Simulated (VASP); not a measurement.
The system is NaRh2.

```
CELL_PARAMETERS angstrom
4.52440 0.00000 0.00000
-2.26220 3.91824 0.00000
0.00000 0.00000 2.70433
ATOMIC_POSITIONS crystal
Na 0.00000 0.00000 0.00000
Rh 0.33333 0.66667 0.50000
Rh 0.66667 0.33333 0.50000
```

- Program: VASP 6.6.1
- Task: relaxation of cell and atoms
- Functional: PBE
- Potentials or basis: VASP PAW PBE potentials, release 64 (Na_pv, Rh_pv)
- Cutoff: 500 eV
- k mesh: 12 × 12 × 18
- Occupations: gaussian, width 0.1 eV
- Spin: no spin polarisation

At the start: pressure 0.2 GPa; volume 15.98 Å³/atom.

**Question.** How do energy, volume and symmetry change on relaxing?

**Answer.** Over 5 steps the energy falls by 2.3 meV/atom; space group P6/mmm (No. 191, to 0.1 Å) before and after.

Step by step:
| step | energy change (eV) | largest force (eV/Å) | pressure (GPa) | volume (Å³) |
| --- | --- | --- | --- | --- |
| 1 | 0.0000 | 0.0000 | 0.18 | 47.94 |
| 2 | -0.0056 | 0.0000 | -0.21 | 48.06 |
| 3 | -0.0066 | 0.0000 | -0.41 | 48.14 |
| 4 | -0.0067 | 0.0000 | 0.32 | 47.83 |
| 5 | -0.0068 | 0.0000 | 0.00 | 47.96 |

Final structure:
```
CELL_PARAMETERS angstrom
4.56103 0.00000 0.00000
-2.28051 3.94997 0.00000
0.00000 0.00000 2.66217
ATOMIC_POSITIONS crystal
Na 0.00000 0.00000 0.00000
Rh 0.33333 0.66667 0.50000
Rh 0.66667 0.33333 0.50000
```
